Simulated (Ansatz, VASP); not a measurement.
TePd in VASP and in Ansatz

```
Pd Te
1.0
     0.00000    2.94759    2.94759
     2.94759    0.00000    2.94759
     2.94759    2.94759    0.00000
Pd Te
1 1
Direct
  0.00000 0.00000 0.00000
  0.25000 0.25000 0.25000
```

Change from the starting cell: volume scaled by 1, PAW files.

Alike in both runs: task single point; functional LDA; k mesh 12 × 12 × 12; occupations fermi-dirac, width 0.1 eV; no spin polarisation.

|  | VASP | Ansatz |
| --- | --- | --- |
| version | VASP 6.6.1 | Ansatz 0.2.0 |
| potentials or method | VASP PAW LDA potentials, release 64 (Pd, Te) | PAW with Ansatz's default frozen-core files, scalar-relativistic |
| plane-wave cutoff (eV) | 520 | 420 |
| valence electrons in the cell | 16 | 34 |

|  | VASP | Ansatz | Ansatz less VASP |
| --- | --- | --- | --- |
| pressure (GPa) | 0.0 | 0.0 | -0.02 |

LDA's correlation is that of Perdew and Zunger in VASP and of Perdew and Wang (1992) in Ansatz. VASP's potentials hold 16 valence electrons a cell and Ansatz's 34, so a difference there can come from the potentials and not from the codes.

Spin-orbit coupling is off throughout.
